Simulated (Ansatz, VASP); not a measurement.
**Two plane-wave programs on MoS2**

The input INCAR:

```
PREC     = Accurate       # precision mode
ENCUT    = 520            # plane-wave cutoff, eV
EDIFF    = 1E-7           # SCF threshold, eV
ISMEAR   = 0              # smearing method
SIGMA    = 0.014          # smearing width, eV
LREAL    = False          # projectors in reciprocal space
LASPH    = True           # aspherical terms in the spheres
NELM     = 80             # most SCF steps
ALGO     = Normal         # electronic algorithm
ISIF     = 2              # what is computed and relaxed
LWAVE    = False          # write WAVECAR
LCHARG   = False          # write CHGCAR
GGA      = PE             # functional
NBANDS   = 49             # bands
```

KPOINTS

```
regular mesh
0
Gamma
  10 10 1
```

The input POSCAR:

```
MoS2
1.0
    3.1840155185      0.0000000000      0.0000000000
   -1.5920077592      2.7574383250      0.0000000000
    0.0000000000      0.0000000000     28.3873198000
Mo S
3 6
Direct
    0.3333333333      0.6666666667      0.2281647700
    0.3333333333      0.6666666667      0.7718352300
    0.6666666667      0.3333333333      0.0000000000
    0.6666666667      0.3333333333      0.1734930900
    0.6666666667      0.3333333333      0.7171875100
    0.3333333333      0.6666666667      0.9453341200
    0.6666666667      0.3333333333      0.2828124900
    0.6666666667      0.3333333333      0.8265069100
    0.3333333333      0.6666666667      0.0546658800
```

input.yaml

```yaml
crystal:
  lattice:
    - [3.1840155185, 0.0, 0.0]
    - [-1.5920077592, 2.757438325, 0.0]
    - [0.0, 0.0, 28.3873198]
  atoms:
    - { symbol: Mo, position: [0.3333333333, 0.6666666667, 0.22816477] }
    - { symbol: Mo, position: [0.3333333333, 0.6666666667, 0.77183523] }
    - { symbol: Mo, position: [0.6666666667, 0.3333333333, 0.0] }
    - { symbol: S, position: [0.6666666667, 0.3333333333, 0.17349309] }
    - { symbol: S, position: [0.6666666667, 0.3333333333, 0.71718751] }
    - { symbol: S, position: [0.3333333333, 0.6666666667, 0.94533412] }
    - { symbol: S, position: [0.6666666667, 0.3333333333, 0.28281249] }
    - { symbol: S, position: [0.6666666667, 0.3333333333, 0.82650691] }
    - { symbol: S, position: [0.3333333333, 0.6666666667, 0.05466588] }
hamiltonian:
  xc: pbe
  pseudopotentials: { kind: paw }
kpoints:
  mp_grid: { grid: [10, 10, 1] }
scf:
  occupations: { method: gaussian, width: 0.014 }
output:
  forces: true
  stress: true
  eigenvalues: true
```

Alike in both runs: task single point; functional PBE; k mesh 10 × 10 × 1; occupations gaussian, width 0.014 eV; no spin polarisation.

```csv
,VASP,Ansatz
version,VASP 6.6.1,Ansatz 0.2.0
potentials or method,"VASP PAW PBE potentials, release 64 (Mo_sv, S)",Ansatz PAW
plane-wave cutoff (eV),520,420
valence electrons in the cell,78,78
```

|  | VASP | Ansatz | Ansatz less VASP |
| --- | --- | --- | --- |
| gap on the k mesh at the Fermi level (eV) | 1.32 | 1.30 | -0.015 |
| least direct gap on the mesh (eV) | 1.88 | 1.88 | -0.004 |
| rms of the force components (eV/Å) | 0.082 | 0.088 | +0.0060 |

Atom by atom the forces differ by 0.006 eV/Å (rms over components). The functional is the same, so the differences come from potentials, cutoffs and numerics.
